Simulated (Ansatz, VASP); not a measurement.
Si: VASP beside Ansatz

The input INCAR:

```
ALGO = Normal
EDIFF = 1E-6
ENCUT = 520
GGA = PE
ISIF = 2
ISMEAR = 0
LASPH = T
LCHARG = F
LREAL = F
LWAVE = F
NBANDS = 16
NELM = 60
PREC = Accurate
SIGMA = 0.1
```

KPOINTS

```
k-points
0
Gamma
  6 6 4
```

POSCAR

```
Si
1.0
    2.5531106800     -1.8999551200      0.0000000000
    2.5531106800      1.8999551200      0.0000000000
   -1.9010078300      0.0000000000      5.4619761000
Si
4
Direct
    0.1776148900      0.5098906500      0.8535333300
    0.4901093500      0.8223851100      0.6464666700
    0.8223851100      0.4901093500      0.1464666700
    0.5098906500      0.1776148900      0.3535333300
```

Input for Ansatz:

```yaml
crystal:
  lattice:
    - [2.55311068, -1.89995512, 0.0]
    - [2.55311068, 1.89995512, 0.0]
    - [-1.90100783, 0.0, 5.4619761]
  atoms:
    - { symbol: Si, position: [0.17761489, 0.50989065, 0.85353333] }
    - { symbol: Si, position: [0.49010935, 0.82238511, 0.64646667] }
    - { symbol: Si, position: [0.82238511, 0.49010935, 0.14646667] }
    - { symbol: Si, position: [0.50989065, 0.17761489, 0.35353333] }
basis:
  ecutwfc: 420
kpoints:
  mp_grid: { grid: [6, 6, 4] }
hamiltonian:
  xc: pbe
scf:
  occupations: { method: gaussian, width: 0.1 }
  lower_state_search: "off"
output:
  forces: true
  stress: true
  eigenvalues: true
```

Alike in both runs: task single point; functional PBE; k mesh 6 × 6 × 4; occupations gaussian, width 0.1 eV; no spin polarisation.

|  | VASP | Ansatz |
| --- | --- | --- |
| version | VASP 6.6.1 | Ansatz 0.2.0 |
| potentials or method | VASP PAW PBE potentials, release 64 (Si), cutoff 520 eV | scalar-relativistic, plane waves, PAW |
| valence electrons in the cell | 16 | 16 |

|  | VASP | Ansatz | Ansatz less VASP |
| --- | --- | --- | --- |
| gap on the k mesh at the Fermi level (eV) | none | none | - |
| rms of the force components (eV/Å) | 0.330 | 0.331 | +0.0011 |

Atom by atom the forces differ by 0.002 eV/Å (rms over components). A gap of «none» marks a metal or a gap that the smearing closes. With one functional, cell and mesh, what is left measures potentials, basis and numerics.
